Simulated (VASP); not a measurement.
A run of VASP 6.6.1:

File INCAR:

```
SYSTEM = W2C5F
  PREC = Accurate
  ENCUT = 600
  EDIFF = 1E-7
  ISMEAR = 0
  SIGMA = 0.1
  LREAL = .False.
  LASPH = .True.
  NELM = 60
  ALGO = Normal
  ISIF = 3
  LWAVE = .False.
  LCHARG = .False.
  GGA = PE
  IBRION = 2
  NSW = 90
  EDIFFG = -0.04
```

File KPOINTS:

```
regular mesh
0
Gamma
  6 6 4
  0 0 0
```

File POSCAR:

```
W2C5F
1.0
    3.1553869004      0.0000000000      0.0000000000
    0.0000000000      3.1553869004      0.0000000000
    0.0000000000      0.0000000000      6.9949160636
W C F
2 5 1
Direct
    0.0000000000      0.0000000000      0.0000000000
    0.5000000000      0.5000000000      0.5000000000
    0.0000000000      0.5000000000      0.2511806370
    0.5000000000      0.0000000000      0.7488193630
    0.5000000000      0.0000000000      0.2511806370
    0.0000000000      0.5000000000      0.7488193630
    0.5000000000      0.5000000000      0.0000000000
    0.0000000000      0.0000000000      0.5000000000
```

Potentials or basis: VASP PAW PBE potentials, release 64 (W_sv, C, F).

Run with:

```bash
$ cat potpaw_PBE.64/W_sv/POTCAR potpaw_PBE.64/C/POTCAR potpaw_PBE.64/F/POTCAR > POTCAR
$ mpirun -np 1 vasp_std > vasp.out
```

Hardware: 1 thread of Intel(R) Xeon(R) Platinum 8375C CPU @ 2.90GHz (Ice Lake), on a shared host.

Problem. Estimate the wall time of this run.

Solution. It took 4.8 min on 1 thread of Intel(R) Xeon(R) Platinum 8375C CPU @ 2.90GHz (Ice Lake) (shared host), peak memory 0.26 GiB. Counts: scf iterations 57, k points 30, ion steps 5.
